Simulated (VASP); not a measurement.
# MgF2 (P4_2/mnm) in VASP: relaxation of shape and atoms at fixed volume with PBEsol

Aim: the relaxation of shape and atoms at fixed volume of MgF2 with PBEsol.

Everything below comes from runs of VASP 6.6.1. Logs are shortened: lines on timing, memory, paths and dates and some standing lists are left out, and cuts for length are marked.

## Step 1: The cell of the first run

Symmetry: P4_2/mnm, No. 136, tetragonal system. Conventional cell: a = 4.799 Å, b = 4.799 Å, c = 3.147 Å, α = 90.00°, β = 90.00°, γ = 90.00°. Within 2.7 Å of Mg (site symmetry mmm) lie 6 F at 2.06 to 2.07 Å. F (site symmetry m2m) has 3 Mg at 2.06 to 2.07 Å and 1 F at 2.65 Å within 2.7 Å.

## Step 2: Relaxation of shape and atoms at fixed volume, PBEsol (12.08 Å³/atom)

INCAR reads:

```
ALGO = Normal
EDIFF = 1E-7
EDIFFG = -0.01
ENCUT = 600
GGA = PS
GGA_COMPAT = False
IBRION = 2
ISIF = 4
ISMEAR = 0
LASPH = True
LCHARG = False
LREAL = False
LWAVE = False
NELM = 120
NELMIN = 4
NSW = 50
PREC = Accurate
SIGMA = 0.02
```

KPOINTS reads:

```
k-points
0
Gamma
  6 6 8
```

POSCAR reads:

```
MgF2
1.0
    4.7988796639      0.0000000000      0.0000000000
    0.0000000000      4.7988796639      0.0000000000
    0.0000000000      0.0000000000      3.1474186720
Mg F
2 4
Direct
    0.0000000000      0.0000000000      0.0000000000
    0.5000000000      0.5000000000      0.5000000000
    0.3047879110      0.3047879110      0.0000000000
    0.1952120890      0.8047879110      0.5000000000
    0.6952120890      0.6952120890      0.0000000000
    0.8047879110      0.1952120890      0.5000000000
```

Potentials or basis: VASP PAW PBE potentials, release 64 (Mg, F).

Launch:

```bash
> cat potpaw_PBE.64/Mg/POTCAR potpaw_PBE.64/F/POTCAR > POTCAR
> mpirun -np 1 vasp_std > vasp.out
```

OUTCAR:

```text
EDIFF = 1E-7
   EDIFFG = -0.01
   ENCUT = 600
   GGA = PS
   IBRION = 2
   ISIF = 4
   ISMEAR = 0
   LASPH = True
   LREAL = False
   NELM = 120
   NELMIN = 4
   NSW = 50
   PREC = Accurate

 ion  position               nearest neighbor table
   1  0.000  0.000  0.000-   4 2.06   6 2.06   4 2.06   6 2.06   5 2.07   3 2.07
   2  0.500  0.500  0.500-   3 2.06   5 2.06   3 2.06   5 2.06   4 2.07   6 2.07
   3  0.305  0.305  0.000-   2 2.06   2 2.06   1 2.07
   4  0.195  0.805  0.500-   1 2.06   1 2.06   2 2.07
   5  0.695  0.695  0.000-   2 2.06   2 2.06   1 2.07
   6  0.805  0.195  0.500-   1 2.06   1 2.06   2 2.07

  LATTYP: Found a simple tetragonal cell.
 ALAT       =     4.7988796639
 C/A-ratio  =     0.6558653045

  Lattice vectors:

 A1 = (   4.7988796639,   0.0000000000,   0.0000000000)
 A2 = (   0.0000000000,   4.7988796639,   0.0000000000)
 A3 = (   0.0000000000,   0.0000000000,   3.1474186720)

Analysis of symmetry for initial positions (statically):
=====================================================================
 Subroutine PRICEL returns:
 Original cell was already a primitive cell.

 Routine SETGRP: Setting up the symmetry group for a
 simple tetragonal supercell.

 Subroutine GETGRP returns: Found 16 space group operations
 (whereof  8 operations were pure point group operations)
 out of a pool of 16 trial point group operations.

The static configuration has the point symmetry D_2h.
 The point group associated with its full space group is D_4h.

Analysis of symmetry for dynamics (positions and initial velocities):
=====================================================================
 Subroutine PRICEL returns:
 Original cell was already a primitive cell.

 Routine SETGRP: Setting up the symmetry group for a
 simple tetragonal supercell.

 Subroutine GETGRP returns: Found 16 space group operations
 (whereof  8 operations were pure point group operations)
 out of a pool of 16 trial point group operations.

The dynamic configuration has the point symmetry D_2h.
 The point group associated with its full space group is D_4h.

 Subroutine INISYM returns: Found 16 space group operations
 (whereof  8 operations are pure point group operations),
 and found     1 'primitive' translations

----------------------------------------------------------------------------------------

                                     Primitive cell

  volume of cell :      72.4827

  direct lattice vectors                    reciprocal lattice vectors
     4.798879664  0.000000000  0.000000000     0.208381970  0.000000000  0.000000000
     0.000000000  4.798879664  0.000000000     0.000000000  0.208381970  0.000000000
     0.000000000  0.000000000  3.147418672     0.000000000  0.000000000  0.317720680

  length of vectors
     4.798879664  4.798879664  3.147418672     0.208381970  0.208381970  0.317720680

  position of ions in fractional coordinates (direct lattice)
     0.000000000  0.000000000  0.000000000
     0.500000000  0.500000000  0.500000000
     0.304787911  0.304787911  0.000000000
     0.195212089  0.804787911  0.500000000
     0.695212089  0.695212089  0.000000000
     0.804787911  0.195212089  0.500000000

  ion indices of the primitive-cell ions
   primitive index   ion index
                 1           1
                 2           2
                 3           3
                 4           4
                 5           5
                 6           6

----------------------------------------------------------------------------------------

 KPOINTS: k-points

Automatic generation of k-mesh.
 Grid dimensions read from file:
 generate k-points for:    6    6    8

 Generating k-lattice:

  Cartesian coordinates                     Fractional coordinates (reciprocal lattice)
     0.034730328  0.000000000  0.000000000     0.166666667  0.000000000  0.000000000
     0.000000000  0.034730328  0.000000000     0.000000000  0.166666667  0.000000000
     0.000000000  0.000000000  0.039715085     0.000000000  0.000000000  0.125000000

  Length of vectors
     0.034730328  0.034730328  0.039715085

  Shift w.r.t. Gamma in fractional coordinates (k-lattice)
     0.000000000  0.000000000  0.000000000

 Subroutine IBZKPT returns following result:
 ===========================================

 Found     50 irreducible k-points:

 Following reciprocal coordinates:
            Coordinates               Weight
  0.000000  0.000000  0.000000      1.000000
  0.166667  0.000000  0.000000      4.000000
  0.333333  0.000000  0.000000      4.000000
  0.500000  0.000000  0.000000      2.000000
  0.166667  0.166667  0.000000      4.000000
  0.333333  0.166667  0.000000      8.000000
[... 16 lines left out ...]
  0.333333  0.000000  0.250000      8.000000
  0.500000  0.000000  0.250000      4.000000
 [... further k-points ...]
   k-points           NKPTS =     50   k-points in BZ     NKDIM =     50   number of bands    NBANDS=     20
   number of dos      NEDOS =    301   number of ions     NIONS =      6
   total plane-waves  NPLWV =  44800
   dimension x,y,z NGX =    40 NGY =   40 NGZ =   28
   dimension x,y,z NGXF=    80 NGYF=   80 NGZF=   56
   ions per type =               2   4
   NGX,Y,Z   is equivalent  to a cutoff of  13.86, 13.86, 14.79 a.u.
   NGXF,Y,Z  is equivalent  to a cutoff of  27.71, 27.71, 29.58 a.u.
 SYSTEM =  unknown system
   PREC   = accura    normal or accurate (medium, high low for compatibility)
   ISTART =      0    job   : 0-new  1-cont  2-samecut
   ICHARG =      2    charge: 1-file 2-atom 10-const
   ISPIN  =      1    spin polarized calculation?
   LNONCOLLINEAR =      F non collinear calculations
   LSORBIT =      F    spin-orbit coupling
   LASPH  =      T    aspherical Exc in radial PAW
   ENCUT  =  600.0 eV  44.10 Ry    6.64 a.u.   9.58  9.58  6.29*2*pi/ulx,y,z
   NELM   =    120;   NELMIN=  4; NELMDL= -5     # of ELM steps
   EDIFF  = 0.1E-06   stopping-criterion for ELM
   LREAL  =      F    real-space projection
   EDIFFG = -.1E-01   stopping-criterion for IOM
   NSW    =     50    number of steps for IOM
   IBRION =      2    ionic relax: 0-MD 1-quasi-New 2-CG
   NFREE  =      1    steps in history (QN), initial steepest desc. (CG)
   ISIF   =      4    stress and relaxation
   ISYM   =      2    0-nonsym 1-usesym 2-fastsym
   POTIM  = 0.5000    time-step for ionic-motion
   TEBEG  =    0.0;   TEEND  =   0.0 temperature during run
   PSTRESS=    0.0 pullay stress
   NELECT =      32.0000    total number of electrons
   NUPDOWN=      -1.0000    fix difference up-down
   EMIN   =  10.00;   EMAX   =-10.00  energy-range for DOS
   EFERMI =   0.00;   METHOD = LEGACY
   ISMEAR =     0;   SIGMA  =   0.02  broadening in eV -4-tet -1-fermi 0-gaus
   EFERMI_NEDOS =   21; number of points for ismear=-14 and -15
   IALGO  =     38    algorithm
   IMIX   =      4    mixing-type and parameters
     AMIX     =   0.40;   BMIX     =  1.00
     AMIX_MAG =   1.60;   BMIX_MAG =  1.00
  volume/ion in A,a.u.               =      12.08        81.52
  Fermi-wavevector in a.u.,A,eV,Ry     =   1.246561  2.355658 21.142276  1.553913
  Thomas-Fermi vector in A             =   2.380733
   LORBIT       =      0    0 simple, 1 ext, 2 COOP (PROOUT), +10 PAW based schemes
   GGA     = PS    functional components
   LHFCALC =     F    Hartree Fock is set to
   AEXX    =    0.0000 exact exchange contribution
   IVDW    =     0    specifies the selected vdW correction
   LEPSILON=     F    determine dielectric tensor
   LRPA    =     F    only Hartree local field effects (RPA)
 conjugate gradient relaxation of ions
 non-spin polarized calculation
 Gauss-broadening in eV      SIGMA  =   0.02
  energy-cutoff  :      600.00
  volume of cell :       72.48
 maximum number of plane-waves:      2464
 NGX is ok and might be reduce to    40
   NGX = 19   NGY = 19   NGZ = 13

--------------------------------------- Ionic step        1  -------------------------------------------

 number of electron      31.9999995 magnetization

 Free energy of the ion-electron system (eV)
  ---------------------------------------------------
  ext. energy  EPLUGINS =         0.00000000
  ---------------------------------------------------
  free energy    TOTEN  =       -32.42449239 eV

  energy without entropy =      -32.42449239  energy(sigma->0) =      -32.42449239

------------------------ aborting loop because EDIFF is reached ----------------------------------------

  FORCE on cell =-STRESS in cart. coord.  units (eV):
  Direction    XX          YY          ZZ          XY          YZ          ZX
  --------------------------------------------------------------------------------------
  -------------------------------------------------------------------------------------
  Total       -3.7305541     -3.7305541     -4.0600053     -0.0000000      0.0000000      0.0000000
  in kB      -82.4612069    -82.4612069    -89.7434879     -0.0000000      0.0000000      0.0000000
  external PRESSURE =     -84.8886339 kB  Pullay stress =       0.0000000 kB
[... 65 lines left out ...]
  energy  without entropy=      -32.4256737044  energy(sigma->0) =      -32.42567370

--------------------------------------- Ionic step        3  -------------------------------------------

 number of electron      32.0000005 magnetization

 Free energy of the ion-electron system (eV)
  ---------------------------------------------------
  ext. energy  EPLUGINS =         0.00000000
  ---------------------------------------------------
  free energy    TOTEN  =       -32.42663856 eV

  energy without entropy =      -32.42663856  energy(sigma->0) =      -32.42663856

 E-fermi :  -1.8296     XC(G=0):  -9.4677

 val. band max:       -1.9158678292   @ k =   0.0000   0.0000   0.0000
 cond. band min:       4.3730280080   @ k =   0.0000   0.0000   0.0000
 fundamental gap:      6.2888958372
 Fermi energy:        -1.8296397612

 k-point     1 :       0.0000    0.0000    0.0000
  band No.  band energies     occupation
      1     -22.2039      2.00000
      2     -21.5550      2.00000
      3     -21.5550      2.00000
      4     -21.5062      2.00000
      5      -5.6575      2.00000
      6      -4.0321      2.00000
[... 12 lines left out ...]
     19       9.5036      0.00000
[... 513 lines left out ...]
      4     -21.4896      2.00000
      5      -4.7690      2.00000
      6      -4.7690      2.00000
[... 12 lines left out ...]
     19      11.7142      0.00000
     20      11.7142      0.00000

 [... further k-points ...]

------------------------ aborting loop because EDIFF is reached ----------------------------------------

  FORCE on cell =-STRESS in cart. coord.  units (eV):
  Direction    XX          YY          ZZ          XY          YZ          ZX
  --------------------------------------------------------------------------------------
  -------------------------------------------------------------------------------------
  Total       -3.7289696     -3.7289696     -3.7288693      0.0000000      0.0000000      0.0000000
  in kB      -82.4261834    -82.4261834    -82.4239652      0.0000000      0.0000000      0.0000000
  external PRESSURE =     -82.4254440 kB  Pullay stress =       0.0000000 kB
[... 21 lines left out ...]
  FREE ENERGIE OF THE ION-ELECTRON SYSTEM (eV)
  ---------------------------------------------------
  free  energy   TOTEN  =       -32.4266385602 eV

  energy  without entropy=      -32.4266385602  energy(sigma->0) =      -32.42663856

 reached required accuracy - stopping structural energy minimisation
```

Run time: 3.1 min. Hardware: 1 thread of Oxide Virtual Turin-like, shared host; peak memory 0.22 GiB.

What came out:

```
Free energy               : -32.4266 eV
Energy gained by relaxing : 0.4 meV/atom
Ionic steps               : 3
Pressure after relaxing   : -8.2 GPa
Band gap on the k mesh    : 6.29 eV
```

The path:
| step | energy change (eV) | largest force (eV/Å) | pressure (GPa) | volume (Å³) |
| --- | --- | --- | --- | --- |
| 1 | 0.0000 | 0.0656 | -8.49 | 72.48 |
| 2 | -0.0012 | 0.0444 | -8.42 | 72.48 |
| 3 | -0.0021 | 0.0010 | -8.24 | 72.48 |

Final structure:
```cif
data_structure
_symmetry_space_group_name_H-M 'P 1'
_symmetry_Int_Tables_number 1
_cell_length_a 4.8119
_cell_length_b 4.8119
_cell_length_c 3.1304
_cell_angle_alpha 90.000
_cell_angle_beta 90.000
_cell_angle_gamma 90.000
_cell_volume 72.48
loop_
_atom_site_label
_atom_site_type_symbol
_atom_site_fract_x
_atom_site_fract_y
_atom_site_fract_z
_atom_site_occupancy
Mg1 Mg 0.00000 0.00000 0.00000 1
Mg2 Mg 0.50000 0.50000 0.50000 1
F1 F 0.30622 0.30622 0.00000 1
F2 F 0.19378 0.80622 0.50000 1
F3 F 0.69378 0.69378 0.00000 1
F4 F 0.80622 0.19378 0.50000 1
```

Caveat: the PAW data sets were made with another functional, which shifts forces and pressure a little. A k mesh can miss the band edges.
